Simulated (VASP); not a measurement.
# BP in VASP: further runs

The runs below take BP through single point, with PBE+D3(BJ).

Program: VASP 6.6.1. These are calculated values, not measurements. Logs are shortened: lines on timing, memory, paths and dates and some standing lists are left out, and cuts for length are marked.

### 1 The cell of the first run

The cell holds a sheet with vacuum, 2 atoms: a = 3.200 Å, b = 3.200 Å, c = 14.000 Å, α = 90.00°, β = 90.00°, γ = 120.00°.

### 2 Single point, PBE+D3(BJ)

File INCAR:

```
  PREC = Accurate
  ENCUT = 420
  EDIFF = 1E-6
  ISMEAR = 0
  SIGMA = 0.03
  LREAL = False
  LASPH = True
  NELM = 120
  ALGO = Normal
  ISIF = 2
  LWAVE = False
  LCHARG = False
  LDIPOL = True
  IDIPOL = 3
  DIPOL = 0.5 0.5 0.500
  GGA = PE
  IVDW = 12
  NBANDS = 11
  GGA_COMPAT = False
  NELMDL = -8
```

File KPOINTS:

```
regular mesh
0
Gamma
  12 12 1
```

File POSCAR:

```
BP
1.0
    3.2000000000      0.0000000000      0.0000000000
   -1.6000000000      2.7712812921      0.0000000000
    0.0000000000      0.0000000000     14.0000000000
B P
1 1
Direct
    0.3333330000      0.6666670000      0.5000000000
    0.6666670000      0.3333330000      0.5000000000
```

Potentials or basis: VASP PAW PBE potentials, release 64 (B, P).

Run with:

```bash
$ cat potpaw_PBE.64/B/POTCAR potpaw_PBE.64/P/POTCAR > POTCAR
$ mpirun -np 1 vasp_std > vasp.out
```

OUTCAR:

```text
PREC = Accurate
   ENCUT = 420
   EDIFF = 1E-6
   ISMEAR = 0
   LREAL = False
   LASPH = True
   NELM = 120
   ISIF = 2
   GGA = PE
   IVDW = 12
   NELMDL = -8
 IVDW          = 12

 ion  position               nearest neighbor table
   1  0.333  0.667  0.500-   2 1.85   2 1.85   2 1.85
   2  0.667  0.333  0.500-   1 1.85   1 1.85   1 1.85

  LATTYP: Found a hexagonal cell.
 ALAT       =     3.2000000000
 C/A-ratio  =     4.3750000000

  Lattice vectors:

 A1 = (   3.2000000000,   0.0000000000,   0.0000000000)
 A2 = (  -1.6000000000,   2.7712812921,   0.0000000000)
 A3 = (   0.0000000000,   0.0000000000,  14.0000000000)

Analysis of symmetry for initial positions (statically):
=====================================================================
 Subroutine PRICEL returns:
 Original cell was already a primitive cell.

 Routine SETGRP: Setting up the symmetry group for a
 hexagonal supercell.

 Subroutine GETGRP returns: Found 12 space group operations
 (whereof 12 operations were pure point group operations)
 out of a pool of 24 trial point group operations.

The static configuration has the point symmetry D_3h.

Analysis of symmetry for dynamics (positions and initial velocities):
=====================================================================
 Subroutine PRICEL returns:
 Original cell was already a primitive cell.

 Routine SETGRP: Setting up the symmetry group for a
 hexagonal supercell.

 Subroutine GETGRP returns: Found 12 space group operations
 (whereof 12 operations were pure point group operations)
 out of a pool of 24 trial point group operations.

The dynamic configuration has the point symmetry D_3h.

 Subroutine INISYM returns: Found 12 space group operations
 (whereof 12 operations are pure point group operations),
 and found     1 'primitive' translations

----------------------------------------------------------------------------------------

                                     Primitive cell

  volume of cell :     124.1534

  direct lattice vectors                    reciprocal lattice vectors
     3.200000000  0.000000000  0.000000000     0.312500000  0.180421959  0.000000000
    -1.600000000  2.771281292  0.000000000     0.000000000  0.360843918  0.000000000
     0.000000000  0.000000000 14.000000000     0.000000000  0.000000000  0.071428571

  length of vectors
     3.200000000  3.200000000 14.000000000     0.360843918  0.360843918  0.071428571

  position of ions in fractional coordinates (direct lattice)
     0.333333000  0.666667000  0.500000000
     0.666667000  0.333333000  0.500000000

  ion indices of the primitive-cell ions
   primitive index   ion index
[... 86 lines left out ...]
   IMIX   =      4    mixing-type and parameters
     AMIX     =   0.40;   BMIX     =  1.00
     AMIX_MAG =   1.60;   BMIX_MAG =  1.00
  volume/ion in A,a.u.               =      62.08       418.91
  Fermi-wavevector in a.u.,A,eV,Ry     =   0.656325  1.240273  5.860871  0.430762
  Thomas-Fermi vector in A             =   1.727481
   LORBIT       =      0    0 simple, 1 ext, 2 COOP (PROOUT), +10 PAW based schemes
   GGA     = PE    functional components
   LHFCALC =     F    Hartree Fock is set to
   AEXX    =    0.0000 exact exchange contribution
   IVDW    =    12    specifies the selected vdW correction
   LEPSILON=     F    determine dielectric tensor
   LRPA    =     F    only Hartree local field effects (RPA)
 non-spin polarized calculation
 Gauss-broadening in eV      SIGMA  =   0.03
  energy-cutoff  :      420.00
  volume of cell :      124.15
 maximum number of plane-waves:      2447
 NGX is ok and might be reduce to    24
   NGX = 11   NGY = 11   NGZ = 47

 dipolmoment           0.000000      0.000000     -0.000000 electrons x Angstroem

 number of electron       7.9999999 magnetization

 dipolmoment           0.000000      0.000000      0.000000 electrons x Angstroem

 Free energy of the ion-electron system (eV)
  ---------------------------------------------------
  ext. energy  EPLUGINS =         0.00000000
  ---------------------------------------------------
  free energy    TOTEN  =       -12.16942384 eV

  energy without entropy =      -12.16942384  energy(sigma->0) =      -12.16942384

 E-fermi :  -2.6690     XC(G=0):  -3.0467

 val. band max:       -2.8036026178   @ k =   0.3333   0.3333   0.0000
 cond. band min:      -1.9090992096   @ k =   0.3333   0.3333   0.0000
 fundamental gap:      0.8945034082
 Fermi energy:        -2.6689996318

 k-point     1 :       0.0000    0.0000    0.0000
  band No.  band energies     occupation
      1     -16.5391      2.00000
      2      -6.9901      2.00000
      3      -4.4411      2.00000
      4      -4.4410      2.00000
      5       0.9307      0.00000
      6       1.8983      0.00000
      7       1.8984      0.00000
      8       2.2463      0.00000
      9       2.6530      0.00000
     10       3.1278      0.00000
     11       5.2290      0.00000
[... 239 lines left out ...]
 k-point    19 :       0.3333    0.3333    0.0000
  band No.  band energies     occupation
      1     -13.0679      2.00000
      2     -10.7257      2.00000
      3      -9.1049      2.00000
      4      -2.8036      2.00000
      5      -1.9091      0.00000
      6       3.5886      0.00000
      7       4.5440      0.00000
      8       5.7251      0.00000
      9       6.8815      0.00000
     10       7.8585      0.00000
     11       7.9465      0.00000

------------------------ aborting loop because EDIFF is reached ----------------------------------------

 vacuum level on the upper side and lower side of the slab       (xc-potential included)        -0.085        -0.085

 Edisp (eV)   -0.25904

 E8    (eV) :    -0.1016

  FORCE on cell =-STRESS in cart. coord.  units (eV):
  Direction    XX          YY          ZZ          XY          YZ          ZX
  --------------------------------------------------------------------------------------
  -------------------------------------------------------------------------------------
  Total       0.14182     0.14182    -0.00781     0.00000    -0.00000    -0.00000
  in kB       1.83010     1.83010    -0.10074     0.00000    -0.00000    -0.00000
  external pressure =        1.19 kB  Pullay stress =        0.00 kB

 VOLUME and BASIS-vectors are now :
 -----------------------------------------------------------------------------
  energy-cutoff  :      420.00
  volume of cell :      124.15
      direct lattice vectors                 reciprocal lattice vectors
     3.200000000  0.000000000  0.000000000     0.312500000  0.180421959  0.000000000
    -1.600000000  2.771281292  0.000000000     0.000000000  0.360843918  0.000000000
     0.000000000  0.000000000 14.000000000     0.000000000  0.000000000  0.071428571

 POSITION                                       TOTAL-FORCE (eV/Angst)
 -----------------------------------------------------------------------------------
     -0.00000      1.84752      7.00000         0.000000      0.000000      0.000000
      1.60000      0.92376      7.00000         0.000000      0.000000      0.000000
 -----------------------------------------------------------------------------------
    total drift:                               -0.000143      0.000083      0.000000

  FREE ENERGIE OF THE ION-ELECTRON SYSTEM (eV)
  ---------------------------------------------------
  free  energy   TOTEN  =       -12.4284613768 eV

  energy  without entropy=      -12.4284613768  energy(sigma->0) =      -12.42846138

 vacuum level on the upper side and lower side of the slab         2.253         2.253
```

Wall time 41 s (1 thread of AMD EPYC 7R43 (Zen 3), shared host); peak memory 0.18 GiB.

Results:

| Quantity | Value |
| --- | --- |
| Free energy | -12.4285 eV |
| Band gap on the k mesh | 0.89 eV |
| Dispersion energy per atom | -0.130 eV |

### 3 Single point, PBE+D3(BJ)

This run uses another cell than the first one.

File INCAR:

```
SYSTEM = BP
PREC = Accurate
ENCUT = 420
EDIFF = 1E-6
ISMEAR = 0
SIGMA = 0.03
LREAL = .False.
LASPH = .True.
NELM = 120
ALGO = Normal
ISIF = 2
LWAVE = .False.
LCHARG = .False.
LDIPOL = .True.
IDIPOL = 3
DIPOL = 0.5 0.5 0.294
GGA = PE
IVDW = 12
NBANDS = 11
GGA_COMPAT = .False.
NELMDL = -8
```

File KPOINTS:

```
Automatic mesh
0
Gamma
  12 12 1
  0 0 0
```

File POSCAR:

```
BP
1.0
    3.2056407295      0.0000000000      0.0000000000
   -1.6028203648      2.7761663072      0.0000000000
    0.0000000000      0.0000000000     23.8000000000
B P
1 1
Direct
    0.3333333333      0.6666666667      0.2941176471
    0.6666666667      0.3333333333      0.2941176471
```

Potentials or basis: VASP PAW PBE potentials, release 64 (B, P).

Run with:

```bash
$ cat potpaw_PBE.64/B/POTCAR potpaw_PBE.64/P/POTCAR > POTCAR
$ mpirun -np 1 vasp_std > vasp.out
```

It took 71 s on 1 thread of AMD EPYC 7R43 (Zen 3), shared host; peak memory 0.27 GiB.

Results (log left out):

| Item | Value |
| --- | --- |
| Free energy | -12.4279 eV |
| Band gap on the k mesh | 0.90 eV |
| Dispersion energy per atom | -0.129 eV |

Levels at points of the mesh, in eV from the valence-band top:
| k point | band 1 | band 2 | band 3 | band 4 | band 5 | band 6 | band 7 | band 8 |
| --- | --- | --- | --- | --- | --- | --- | --- | --- |
| (0.00, 0.00, 0.00) | -13.71 | -4.16 | -1.64 | -1.64 | 3.76 | 4.69 | 4.69 | 4.88 |
| (0.50, 0.00, 0.00) | -10.90 | -8.33 | -3.63 | -1.06 | 1.47 | 2.87 | 7.86 | 8.80 |
